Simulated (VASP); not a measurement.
# PbS (I4/mmm) in VASP: notebook

The runs below take PbS through single point, with PBE+D3(BJ).

All numbers are computed with VASP 6.6.1; they aren't measurements. Logs are shortened: lines on timing, memory, paths and dates and some standing lists are left out, and cuts for length are marked.

**1. The cell of the first run**

The structure is tetragonal, space group I4/mmm (No. 139). Conventional cell: a = 4.193 Å, b = 4.193 Å, c = 5.989 Å, α = 90.00°, β = 90.00°, γ = 90.00°. Pb (site symmetry 4/mmm) has 6 S at 2.96 to 2.99 Å within 3.9 Å. Within 3.9 Å of S (site symmetry 4/mmm) lie 6 Pb at 2.96 to 2.99 Å.

**2. Single point, PBE+D3(BJ) (strain +0.0100 x Voigt [0, 1, 0, 0, 0, 0])**

File INCAR:

```
ALGO = Normal
EDIFF = 1E-6
ENCUT = 520
GGA = PE
ISIF = 2
ISMEAR = 0
IVDW = 12
LASPH = True
LCHARG = False
LREAL = False
LWAVE = False
NBANDS = 17
NELM = 100
PREC = Accurate
SIGMA = 0.03
```

File KPOINTS:

```
k-points
0
Gamma
  10 10 10
```

File POSCAR:

```
PbS
1.0
    0.0000000000      2.9946500000      2.9650000000
    2.9650000000      0.0000000000      2.9650000000
    2.9650000000      2.9946500000      0.0000000000
Pb S
1 1
Direct
    0.0000000000      0.0000000000      0.0000000000
    0.5000000000      0.5000000000      0.5000000000
```

Potentials or basis: VASP PAW PBE potentials, release 64 (Pb_d, S).

The run is started by

```bash
cat potpaw_PBE.64/Pb_d/POTCAR potpaw_PBE.64/S/POTCAR > POTCAR
mpirun -np 1 vasp_std > vasp.out
```

OUTCAR:

```text
EDIFF = 1E-6
   ENCUT = 520
   GGA = PE
   ISIF = 2
   ISMEAR = 0
   IVDW = 12
   LASPH = True
   LREAL = False
   NELM = 100
   PREC = Accurate
 IVDW          = 12

 ion  position               nearest neighbor table
   1  0.000  0.000  0.000-   2 2.96   2 2.96   2 2.96   2 2.96   2 2.99   2 2.99
   2  0.500  0.500  0.500-   1 2.96   1 2.96   1 2.96   1 2.96   1 2.99   1 2.99

  LATTYP: Found a body centered tetragonal cell.
 ALAT       =     4.1931432124
 C/A-ratio  =     1.4283556980

  Lattice vectors:

 A1 = (   0.0000000000,  -2.9946500000,   2.9650000000)
 A2 = (   0.0000000000,  -2.9946500000,  -2.9650000000)
 A3 = (   2.9650000000,   2.9946500000,   0.0000000000)

Analysis of symmetry for initial positions (statically):
=====================================================================
 Subroutine PRICEL returns:
 Original cell was already a primitive cell.

 Routine SETGRP: Setting up the symmetry group for a
 body centered tetragonal supercell.

 Subroutine GETGRP returns: Found 16 space group operations
 (whereof 16 operations were pure point group operations)
 out of a pool of 16 trial point group operations.

The static configuration has the point symmetry D_4h.

Analysis of symmetry for dynamics (positions and initial velocities):
=====================================================================
 Subroutine PRICEL returns:
 Original cell was already a primitive cell.

 Routine SETGRP: Setting up the symmetry group for a
 body centered tetragonal supercell.

 Subroutine GETGRP returns: Found 16 space group operations
 (whereof 16 operations were pure point group operations)
 out of a pool of 16 trial point group operations.

The dynamic configuration has the point symmetry D_4h.

 Subroutine INISYM returns: Found 16 space group operations
 (whereof 16 operations are pure point group operations),
 and found     1 'primitive' translations

----------------------------------------------------------------------------------------

                                     Primitive cell

  volume of cell :      52.6533

  direct lattice vectors                    reciprocal lattice vectors
     0.000000000  2.994650000  2.965000000    -0.168634064  0.166964420  0.168634064
     2.965000000  0.000000000  2.965000000     0.168634064 -0.166964420  0.168634064
     2.965000000  2.994650000  0.000000000     0.168634064  0.166964420 -0.168634064

  length of vectors
     4.214161082  4.193143212  4.214161082     0.291121989  0.291121989  0.291121989

  position of ions in fractional coordinates (direct lattice)
     0.000000000  0.000000000  0.000000000
     0.500000000  0.500000000  0.500000000

  ion indices of the primitive-cell ions
   primitive index   ion index
                 1           1
                 2           2

----------------------------------------------------------------------------------------

 KPOINTS: k-points

Automatic generation of k-mesh.
 Grid dimensions read from file:
 generate k-points for:   10   10   10

 Generating k-lattice:

  Cartesian coordinates                     Fractional coordinates (reciprocal lattice)
    -0.016863406  0.016696442  0.016863406     0.100000000  0.000000000 -0.000000000
     0.016863406 -0.016696442  0.016863406     0.000000000  0.100000000  0.000000000
     0.016863406  0.016696442 -0.016863406    -0.000000000  0.000000000  0.100000000

  Length of vectors
     0.029112199  0.029112199  0.029112199

  Shift w.r.t. Gamma in fractional coordinates (k-lattice)
     0.000000000  0.000000000  0.000000000

 Subroutine IBZKPT returns following result:
 ===========================================

 Found    102 irreducible k-points:

 Following reciprocal coordinates:
            Coordinates               Weight
  0.000000  0.000000  0.000000      1.000000
  0.100000  0.000000  0.000000      8.000000
  0.200000  0.000000  0.000000      8.000000
  0.300000  0.000000 -0.000000      8.000000
  0.400000  0.000000 -0.000000      8.000000
  0.500000  0.000000 -0.000000      4.000000
[... 16 lines left out ...]
  0.300000  0.300000  0.000000      4.000000
  0.400000  0.300000 -0.000000     16.000000
 [... further k-points ...]
   k-points           NKPTS =    102   k-points in BZ     NKDIM =    102   number of bands    NBANDS=     17
   number of dos      NEDOS =    301   number of ions     NIONS =      2
   total plane-waves  NPLWV =  32768
   dimension x,y,z NGX =    32 NGY =   32 NGZ =   32
   dimension x,y,z NGXF=    64 NGYF=   64 NGZF=   64
   ions per type =               1   1
   NGX,Y,Z   is equivalent  to a cutoff of  12.62, 12.69, 12.62 a.u.
   NGXF,Y,Z  is equivalent  to a cutoff of  25.25, 25.37, 25.25 a.u.
 SYSTEM =  unknown system
   PREC   = accura    normal or accurate (medium, high low for compatibility)
   ISTART =      0    job   : 0-new  1-cont  2-samecut
   ICHARG =      2    charge: 1-file 2-atom 10-const
   ISPIN  =      1    spin polarized calculation?
[... 100 lines left out ...]
      3     -11.1051      2.00000
      4     -11.0753      2.00000
      5     -11.0741      2.00000
      6      -7.1294      2.00000
[... 9 lines left out ...]
     16      14.1272      0.00000
     17      18.0069      0.00000

 k-point     5 :       0.4000    0.0000   -0.0000
  band No.  band energies     occupation
      1     -11.1229      2.00000
      2     -11.1191      2.00000
      3     -11.1045      2.00000
      4     -11.0652      2.00000
      5     -11.0629      2.00000
      6      -6.7639      2.00000
[... 9 lines left out ...]
     16      15.1718      0.00000
     17      17.1313      0.00000

 k-point     6 :       0.5000    0.0000   -0.0000
  band No.  band energies     occupation
      1     -11.1255      2.00000
      2     -11.1218      2.00000
      3     -11.1044      2.00000
      4     -11.0613      2.00000
      5     -11.0586      2.00000
      6      -6.5935      2.00000
[... 9 lines left out ...]
     16      15.8655      0.00000
     17      16.2351      0.00000

 k-point     7 :       0.1000    0.1000    0.0000
  band No.  band energies     occupation
      1     -11.1109      2.00000
      2     -11.1033      2.00000
      3     -11.1001      2.00000
      4     -11.0973      2.00000
      5     -11.0894      2.00000
      6      -7.6981      2.00000
[... 9 lines left out ...]
     16      13.2471      0.00000
     17      14.9867      0.00000

 k-point     8 :       0.2000    0.1000    0.0000
  band No.  band energies     occupation
      1     -11.1118      2.00000
      2     -11.1065      2.00000
      3     -11.1001      2.00000
      4     -11.0934      2.00000
      5     -11.0844      2.00000
      6      -7.5053      2.00000
[... 9 lines left out ...]
     16      13.8577      0.00000
     17      15.6334      0.00000
[... 203 lines left out ...]
      1     -11.1574      2.00000
      2     -11.1043      2.00000
      3     -11.1031      2.00000
      4     -11.0737      2.00000
      5     -11.0565      2.00000
      6      -6.4591      2.00000
[... 9 lines left out ...]
     16      16.2497      0.00000
     17      16.7781      0.00000

 k-point    20 :      -0.4000    0.2000    0.0000
  band No.  band energies     occupation
      1     -11.1504      2.00000
      2     -11.1084      2.00000
      3     -11.0955      2.00000
      4     -11.0761      2.00000
      5     -11.0619      2.00000
      6      -6.4198      2.00000
[... 9 lines left out ...]
     16      15.1715      0.00000
     17      17.4647      0.00000

 k-point    21 :      -0.3000    0.2000    0.0000
  band No.  band energies     occupation
      1     -11.1362      2.00000
      2     -11.1099      2.00000
      3     -11.0949      2.00000
      4     -11.0764      2.00000
      5     -11.0732      2.00000
      6      -6.6550      2.00000
[... 9 lines left out ...]
     16      15.6211      0.00000
     17      16.8314      0.00000

 k-point    22 :      -0.2000    0.2000    0.0000
  band No.  band energies     occupation
      1     -11.1205      2.00000
      2     -11.1085      2.00000
      3     -11.1006      2.00000
      4     -11.0850      2.00000
      5     -11.0754      2.00000
      6      -7.0026      2.00000
[... 9 lines left out ...]
     16      15.6154      0.00000
     17      16.0063      0.00000

 k-point    23 :       0.3000    0.3000    0.0000
  band No.  band energies     occupation
      1     -11.1701      2.00000
      2     -11.1247      2.00000
      3     -11.0762      2.00000
      4     -11.0719      2.00000
      5     -11.0660      2.00000
      6      -6.8632      2.00000
[... 9 lines left out ...]
     16      16.2464      0.00000
     17      16.5888      0.00000

 k-point    24 :       0.4000    0.3000   -0.0000
  band No.  band energies     occupation
      1     -11.1902      2.00000
      2     -11.1248      2.00000
      3     -11.0787      2.00000
      4     -11.0641      2.00000
      5     -11.0566      2.00000
      6      -6.5758      2.00000
[... 9 lines left out ...]
     16      16.7198      0.00000
     17      17.3107      0.00000

 [... further k-points ...]

------------------------ aborting loop because EDIFF is reached ----------------------------------------

 Edisp (eV)   -0.68797

 E8    (eV) :    -0.3098

  FORCE on cell =-STRESS in cart. coord.  units (eV):
  Direction    XX          YY          ZZ          XY          YZ          ZX
  --------------------------------------------------------------------------------------
  -------------------------------------------------------------------------------------
  Total      -0.03341    -0.43559    -0.03341    -0.00000    -0.00000     0.00000
  in kB      -1.01652   -13.25456    -1.01652    -0.00000    -0.00000     0.00000
  external pressure =       -5.10 kB  Pullay stress =        0.00 kB

 VOLUME and BASIS-vectors are now :
 -----------------------------------------------------------------------------
  energy-cutoff  :      520.00
  volume of cell :       52.65
      direct lattice vectors                 reciprocal lattice vectors
     0.000000000  2.994650000  2.965000000    -0.168634064  0.166964420  0.168634064
     2.965000000  0.000000000  2.965000000     0.168634064 -0.166964420  0.168634064
     2.965000000  2.994650000  0.000000000     0.168634064  0.166964420 -0.168634064

 POSITION                                       TOTAL-FORCE (eV/Angst)
 -----------------------------------------------------------------------------------
      0.00000      0.00000      0.00000        -0.000000      0.000000      0.000000
      2.96500      2.99465      2.96500         0.000000      0.000000     -0.000000
 -----------------------------------------------------------------------------------
    total drift:                                0.000000     -0.000000     -0.000000

  FREE ENERGIE OF THE ION-ELECTRON SYSTEM (eV)
  ---------------------------------------------------
  free  energy   TOTEN  =        -9.4480641169 eV

  energy  without entropy=       -9.4480641169  energy(sigma->0) =       -9.44806412
```

Wall time 61 s (1 thread of Intel Xeon Platinum 8259CL at 2.50GHz (Skylake/Cascade Lake), shared host); peak memory 0.24 GiB.

Results:

* Free energy: -9.4481 eV
* Pressure: -0.5 GPa
* Band gap on the k mesh: 0.39 eV, direct
* Dispersion energy per atom: -0.344 eV

Levels at points of the mesh, in eV from the valence-band top:
```csv
k point,band 7,band 8,band 9,band 10,band 11,band 12,band 13,band 14
"(0.00, 0.00, 0.00)",-6.04,-2.15,-2.15,-2.07,5.05,5.27,5.27,6.72
"(0.50, 0.00, 0.00)",-8.79,-1.75,-1.73,0.00,0.39,1.96,2.02,8.66
"(0.50, 0.50, 0.00)",-7.20,-5.12,-3.43,-3.33,3.90,5.53,5.59,5.74
"(0.50, 0.00, 0.50)",-7.15,-5.10,-3.36,-3.36,3.94,5.48,5.70,5.70
```

Caveat: the cell differs from its parent crystal (strain +0.0100 x Voigt [0, 1, 0, 0, 0, 0]); spin-orbit coupling is left out, which moves the levels of the heavy elements. A k mesh can miss the band edges.

**3. Single point, PBE+D3(BJ) (strain +0.0150 x Voigt [0, 1, 0, 0, 0, 0])**

File INCAR:

```
PREC = Accurate
ENCUT = 520
EDIFF = 1E-6
ISMEAR = 0
SIGMA = 0.03
LREAL = False
LASPH = True
NELM = 80
ALGO = Normal
ISIF = 2
LWAVE = False
LCHARG = False
GGA = PE
IVDW = 12
NBANDS = 17
```

File KPOINTS:

```
Automatic mesh
0
Gamma
  10 10 10
```

File POSCAR:

```
PbS
1.0
    0.0000000000      3.0094750000      2.9650000000
    2.9650000000      0.0000000000      2.9650000000
    2.9650000000      3.0094750000      0.0000000000
Pb S
1 1
Direct
    0.0000000000      0.0000000000      0.0000000000
    0.5000000000      0.5000000000      0.5000000000
```

Potentials or basis: VASP PAW PBE potentials, release 64 (Pb_d, S).

The run is started by

```bash
cat potpaw_PBE.64/Pb_d/POTCAR potpaw_PBE.64/S/POTCAR > POTCAR
mpirun -np 1 vasp_std > vasp.out
```

It took 61 s on 1 thread of Intel Xeon Platinum 8259CL at 2.50GHz (Skylake/Cascade Lake), shared host; peak memory 0.24 GiB.

The run converged. Its results:

```yaml
Free_energy: -9.4455 eV
Pressure: -0.8 GPa
Band_gap_on_the_k_mesh: 0.41 eV, direct
Dispersion_energy_per_atom: -0.342 eV
```

Stress tensor (GPa, compression positive):
```
-0.17  0.00  0.00
 0.00 -1.94  0.00
 0.00  0.00 -0.17
```

Levels at points of the mesh, in eV from the valence-band top:
| k point | band 8 | band 9 | band 10 | band 11 | band 12 | band 13 |
| --- | --- | --- | --- | --- | --- | --- |
| (0.00, 0.00, 0.00) | -2.13 | -2.13 | -2.02 | 4.96 | 5.29 | 5.29 |
| (0.50, 0.00, 0.00) | -1.73 | -1.70 | 0.00 | 0.41 | 1.96 | 2.05 |
| (0.50, 0.50, 0.00) | -5.08 | -3.42 | -3.27 | 3.92 | 5.45 | 5.60 |
| (0.50, 0.00, 0.50) | -5.05 | -3.32 | -3.32 | 3.98 | 5.43 | 5.70 |

Caveat: the cell differs from its parent crystal (strain +0.0150 x Voigt [0, 1, 0, 0, 0, 0]); spin-orbit coupling is left out, which moves the levels of the heavy elements.

**4. Single point, PBE+D3(BJ) (strain +0.0200 x Voigt [0, 1, 0, 0, 0, 0])**

File INCAR:

```
  ALGO = Normal
  EDIFF = 1E-7
  ENCUT = 520
  GGA = PE
  ISIF = 2
  ISMEAR = 0
  IVDW = 12
  LASPH = T
  LCHARG = F
  LREAL = F
  LWAVE = F
  NBANDS = 17
  NELM = 60
  PREC = Accurate
  SIGMA = 0.03
```

File KPOINTS:

```
k-points
0
Gamma
  10 10 10
```

File POSCAR:

```
PbS
1.0
    0.0000000000      3.0243000000      2.9650000000
    2.9650000000      0.0000000000      2.9650000000
    2.9650000000      3.0243000000      0.0000000000
Pb S
1 1
Direct
    0.0000000000      0.0000000000      0.0000000000
    0.5000000000      0.5000000000      0.5000000000
```

The run is started by

```bash
cat potpaw_PBE.64/Pb_d/POTCAR potpaw_PBE.64/S/POTCAR > POTCAR
mpirun -np 1 vasp_std > vasp.out
```

Run time: 66 s. Hardware: 1 thread of Intel Xeon Platinum 8259CL at 2.50GHz (Skylake/Cascade Lake), shared host; peak memory 0.24 GiB.

It converged, with:

* Free energy: -9.4420 eV
* Pressure: -1.0 GPa
* Band gap on the k mesh: 0.42 eV, direct
* Dispersion energy per atom: -0.341 eV

Stress tensor (GPa, compression positive):
```
-0.22  0.00  0.00
 0.00 -2.51  0.00
 0.00  0.00 -0.22
```

Levels at points of the mesh, in eV from the valence-band top:
| k point | band 8 | band 9 | band 10 | band 11 | band 12 | band 13 |
| --- | --- | --- | --- | --- | --- | --- |
| (0.00, 0.00, 0.00) | -2.12 | -2.12 | -1.96 | 4.88 | 5.32 | 5.32 |
| (0.50, 0.00, 0.00) | -1.71 | -1.67 | 0.00 | 0.42 | 1.96 | 2.07 |
| (0.50, 0.50, 0.00) | -5.04 | -3.42 | -3.22 | 3.93 | 5.38 | 5.60 |
| (0.50, 0.00, 0.50) | -5.00 | -3.28 | -3.28 | 4.01 | 5.37 | 5.70 |

Caveat: the cell differs from its parent crystal (strain +0.0200 x Voigt [0, 1, 0, 0, 0, 0]); spin-orbit coupling is left out, which moves the levels of the heavy elements.

**5. Single point, PBE+D3(BJ) (strain +0.0175 x Voigt [0, 1, 0, 0, 0, 0])**

File INCAR:

```
PREC = Accurate ; ENCUT = 520
EDIFF = 1E-6 ; ISMEAR = 0
SIGMA = 0.03 ; LREAL = F
LASPH = T ; NELM = 100
ALGO = Normal ; ISIF = 2
LWAVE = F ; LCHARG = T
GGA = PE ; IVDW = 12
LELF = T ; LVHAR = T
NBANDS = 17
```

File KPOINTS:

```
regular mesh
0
Gamma
  10 10 10
```

File POSCAR:

```
PbS
1.0
    0.0000000000      3.0168875000      2.9650000000
    2.9650000000      0.0000000000      2.9650000000
    2.9650000000      3.0168875000      0.0000000000
Pb S
1 1
Direct
    0.0000000000      0.0000000000      0.0000000000
    0.5000000000      0.5000000000      0.5000000000
```

The run is started by

```bash
cat potpaw_PBE.64/Pb_d/POTCAR potpaw_PBE.64/S/POTCAR > POTCAR
mpirun -np 1 vasp_std > vasp.out
```

Run time: 63 s. Hardware: 1 thread of Intel Xeon Platinum 8259CL at 2.50GHz (Skylake/Cascade Lake), shared host; peak memory 0.24 GiB.

It converged, with:

| Item | Value |
| --- | --- |
| Free energy | -9.4439 eV |
| Pressure | -0.9 GPa |
| Band gap on the k mesh | 0.42 eV, direct |
| Dispersion energy per atom | -0.341 eV |

Stress tensor (GPa, compression positive):
```
-0.21  0.00  0.00
 0.00 -2.24  0.00
 0.00  0.00 -0.21
```

Levels at points of the mesh, in eV from the valence-band top:
```
           k point  band 6  band 7  band 8  band 9  band 10  band 11  band 12  band 13  band 14  band 15
(0.00, 0.00, 0.00)  -13.44   -6.05   -2.13   -2.13    -1.99     4.92     5.30     5.30     6.72     6.82
(0.50, 0.00, 0.00)  -12.24   -8.74   -1.72   -1.68     0.00     0.42     1.96     2.06     8.65    10.11
(0.50, 0.50, 0.00)  -11.80   -7.19   -5.06   -3.42    -3.25     3.93     5.42     5.60     5.78    11.12
(0.50, 0.00, 0.50)  -11.90   -7.11   -5.02   -3.30    -3.30     3.99     5.40     5.70     5.70    11.19
```

Caveat: the cell differs from its parent crystal (strain +0.0175 x Voigt [0, 1, 0, 0, 0, 0]); spin-orbit coupling is left out, which moves the levels of the heavy elements. A k mesh can miss the band edges.

**6. The runs side by side**

| cell | gap on the mesh (eV) | pressure (GPa) |
| --- | --- | --- |
| a = 4.214, b = 4.193 Å, angles 60.2, 59.7, 60.2°, 2 atoms | 0.39 | -0.5 |
| a = 4.225, b = 4.193 Å, angles 60.2, 59.5, 60.2°, 2 atoms | 0.41 | -0.8 |
| a = 4.235, b = 4.193 Å, angles 60.3, 59.3, 60.3°, 2 atoms | 0.42 | -1.0 |
| a = 4.230, b = 4.193 Å, angles 60.3, 59.4, 60.3°, 2 atoms | 0.42 | -0.9 |

Alike in all rows: task single point; level PBE+D3(BJ); potentials or basis VASP PAW PBE potentials, release 64 (Pb_d, S); no spin polarisation; k mesh 10 × 10 × 10; cutoff (eV) 520; smearing gaussian 0.03 eV.

Caveats: spin-orbit coupling is left out, which moves the levels of the heavy elements.

Absolute energies hang on the potentials; compare differences alone.
